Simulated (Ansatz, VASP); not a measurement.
## GaAs in VASP and in Ansatz

```
CELL_PARAMETERS angstrom
5.65795 5.65795 -5.65795
-5.65795 -5.65795 -5.65795
-5.65795 5.65795 5.65795
ATOMIC_POSITIONS crystal
Ga 0.25000 0.00000 0.75000
Ga 0.50000 0.75000 0.75000
Ga 0.75000 0.50000 0.75000
Ga 0.75000 0.00000 0.25000
Ga 0.00000 0.00000 0.00000
Ga 0.25000 0.75000 0.00000
Ga 0.50000 0.50000 0.00000
Ga 0.75000 0.25000 0.00000
Ga 0.00000 0.25000 0.75000
Ga 0.50000 0.00000 0.50000
Ga 0.75000 0.75000 0.50000
Ga 0.00000 0.75000 0.25000
Ga 0.25000 0.50000 0.25000
Ga 0.50000 0.25000 0.25000
Ga 0.00000 0.50000 0.50000
Ga 0.25000 0.25000 0.50000
As 0.25000 0.00000 0.00000
As 0.50000 0.75000 0.00000
As 0.75000 0.50000 0.00000
As 0.75000 0.00000 0.50000
As 0.00000 0.00000 0.25000
As 0.25000 0.75000 0.25000
As 0.50000 0.50000 0.25000
As 0.75000 0.25000 0.25000
As 0.00000 0.25000 0.00000
As 0.50000 0.00000 0.75000
As 0.75000 0.75000 0.75000
As 0.00000 0.75000 0.50000
As 0.25000 0.50000 0.50000
As 0.50000 0.25000 0.50000
As 0.00000 0.50000 0.75000
As 0.25000 0.25000 0.75000
```

Alike in both runs: task single point; functional PBEsol; k mesh 3 × 3 × 3; occupations gaussian, width 0.02 eV; no spin polarisation.

|  | VASP | Ansatz |
| --- | --- | --- |
| version | VASP 6.6.1 | Ansatz 0.2.0 |
| potentials or method | VASP PAW PBE potentials, release 64 (Ga_d, As), cutoff 520 eV | scalar-relativistic, plane waves, PAW |
| valence electrons in the cell | 288 | 448 |

Ansatz gave:

| Item | Value |
| --- | --- |
| gap on the k mesh at the Fermi level (eV) | 0.43 |
| least direct gap on the mesh (eV) | 0.43 |
| pressure (GPa) | 0.0 |

**Question.** What did VASP give for the same quantities?

**Answer.** gap on the k mesh at the Fermi level (eV): 0.44; least direct gap on the mesh (eV): 0.44; pressure (GPa): 0.2.

VASP's potentials were made for PBE, not for PBEsol. VASP's potentials hold 288 valence electrons a cell and Ansatz's 448, so a difference there can come from the potentials and not from the codes.
